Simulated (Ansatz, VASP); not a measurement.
# KBr: VASP beside Ansatz

File POSCAR:

```
KBr
1.0
    0.0000000000      3.3022478201      3.3022478201
    3.4515094216      0.0000000000      3.3022478201
    3.4515094216      3.3022478201      0.0000000000
K Br
1 1
Direct
    0.0000000000      0.0000000000      0.0000000000
    0.5000000000      0.5000000000      0.5000000000
```

The input INCAR.step1:

```
  PREC = Accurate
  ENCUT = 520
  EDIFF = 1E-5
  ISMEAR = 0
  SIGMA = 0.01
  LREAL = False
  LASPH = True
  NELM = 80
  ALGO = Normal
  ISIF = 2
  LWAVE = True
  LCHARG = False
  NBANDS = 15
  GGA = PE
```

File INCAR.step2:

```
  PREC = Accurate
  ENCUT = 520
  EDIFF = 1E-6
  ISMEAR = 0
  SIGMA = 0.01
  LREAL = False
  LASPH = True
  NELM = 80
  ALGO = Normal
  ISIF = 2
  LWAVE = False
  LCHARG = False
  GGA = PE
  LHFCALC = True
  HFSCREEN = 0.2079
  PRECFOCK = Normal
  NBANDS = 15
  ISTART = 1
```

File KPOINTS:

```
regular mesh
0
Gamma
  4 4 4
```

Input for Ansatz:

```yaml
crystal:
  lattice:
    - [0.0, 3.3022478201, 3.3022478201]
    - [3.4515094216, 0.0, 3.3022478201]
    - [3.4515094216, 3.3022478201, 0.0]
  atoms:
    - { symbol: K, position: [0.0, 0.0, 0.0] }
    - { symbol: Br, position: [0.5, 0.5, 0.5] }
kpoints:
  mp_grid: { grid: [4, 4, 4] }
  band_path:
    path:
      - [0.0, 0.0, 0.0]
      - [0.5, 0.0, 0.5]
      - [0.625, 0.25, 0.625]
      - [0.375, 0.375, 0.75]
      - [0.5, 0.5, 0.5]
      - [0.5, 0.25, 0.75]
    npoints: 1
hamiltonian:
  xc: hse06
scf:
  occupations: { method: fixed }
  n_extra_bands: 4
output:
  forces: true
  stress: true
  eigenvalues: true
```

Change from the starting cell: uniaxial_x strain +4.5%.

Alike in both runs: task single point; functional HSE06; k mesh 4 × 4 × 4; no spin polarisation.

|  | VASP | Ansatz |
| --- | --- | --- |
| version | VASP 6.6.1 | Ansatz 0.2.0 |
| potentials or method | VASP PAW PBE potentials, release 64 (K_sv, Br) | plane waves, PAW |
| plane-wave cutoff (eV) | 520 | 420 |
| occupations | gaussian, width 0.01 eV | fixed |
| valence electrons in the cell | 16 | 16 |

Ansatz gave:

```
gap on the k mesh at the Fermi level (eV)                     : 5.46
pressure (GPa)                                                : -0.1
traceless stress, the component that is largest in VASP (GPa) : -0.67
```

Q: Estimate VASP's values.

A: gap on the k mesh at the Fermi level (eV): 5.46; pressure (GPa): -0.1; traceless stress, the component that is largest in VASP (GPa): -0.68.

Ansatz's warnings: stress exchange threshold loose, stress scf threshold loose.
